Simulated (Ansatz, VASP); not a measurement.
Mo6CO: VASP beside Ansatz

Contents of INCAR:

```
PREC = Accurate
ENCUT = 520
EDIFF = 1E-6
ISMEAR = 0
SIGMA = 0.1
LREAL = False
LASPH = True
NELM = 80
ALGO = Normal
ISIF = 2
LWAVE = False
LCHARG = False
LDIPOL = True
IDIPOL = 3
DIPOL = 0.5 0.5 0.343
GGA = PE
NBANDS = 57
```

KPOINTS

```
Automatic mesh
0
Gamma
  6 6 1
```

The input POSCAR:

```
Mo6CO
1.0
    4.4695765303      0.0000000000      0.0000000000
   -2.2347882651      3.8707668194      0.0000000000
    0.0000000000      0.0000000000     22.2595667262
Mo C O
6 1 1
Direct
    0.6666666667      0.3333333333      0.1796980170
    0.3333333333      0.6666666667      0.2206848206
    0.0000000000      0.0000000000      0.2616716241
    0.6666666667      0.3333333333      0.2990464568
    0.3333333333      0.6666666667      0.3355219825
    0.0000000000      0.0000000000      0.3710569405
    0.1666666667      0.3333333333      0.5134676190
    0.2054483999      0.4108967998      0.5638043561
```

Input for Ansatz:

```yaml
crystal:
  lattice:
    - [4.4695765303, 0.0, 0.0]
    - [-2.2347882651, 3.8707668194, 0.0]
    - [0.0, 0.0, 22.2595667262]
  atoms:
    - { symbol: Mo, position: [0.6666666667, 0.3333333333, 0.179698017] }
    - { symbol: Mo, position: [0.3333333333, 0.6666666667, 0.2206848206] }
    - { symbol: Mo, position: [0.0, 0.0, 0.2616716241] }
    - { symbol: Mo, position: [0.6666666667, 0.3333333333, 0.2990464568] }
    - { symbol: Mo, position: [0.3333333333, 0.6666666667, 0.3355219825] }
    - { symbol: Mo, position: [0.0, 0.0, 0.3710569405] }
    - { symbol: C, position: [0.1666666667, 0.3333333333, 0.513467619] }
    - { symbol: O, position: [0.2054483999, 0.4108967998, 0.5638043561] }
basis:
  ecutwfc: 420
kpoints:
  mp_grid: { grid: [6, 6, 1] }
hamiltonian:
  xc: pbe
  pseudopotentials: { kind: paw, azcp: { folder: soft_1 } }
scf:
  occupations: { method: gaussian, width: 0.1 }
output:
  forces: true
  eigenvalues: true
efield:
  axis: 3
  dipole_correction: true
  ramp_width: 0.04
```

Alike in both runs: task single point; functional PBE; k mesh 6 × 6 × 1; occupations gaussian, width 0.1 eV; no spin polarisation.

|  | VASP | Ansatz |
| --- | --- | --- |
| version | VASP 6.6.1 | Ansatz 0.2.0 |
| potentials or method | VASP PAW PBE potentials, release 64 (Mo_sv, C, O), cutoff 520 eV | scalar-relativistic, plane waves, PAW |
| valence electrons in the cell | 94 | 94 |

Ansatz gave:

```
gap on the k mesh at the Fermi level (eV) : none
rms of the force components (eV/Å)        : 0.759
```

Question: Which values does VASP return?

Answer: gap on the k mesh at the Fermi level (eV): none; rms of the force components (eV/Å): 0.595.

Atom by atom the forces differ by 0.223 eV/Å (rms over components). A gap of «none» marks a metal or a gap that the smearing closes.

Noted on VASP's run: the standard files for N, O and F lose accuracy on very short bonds.
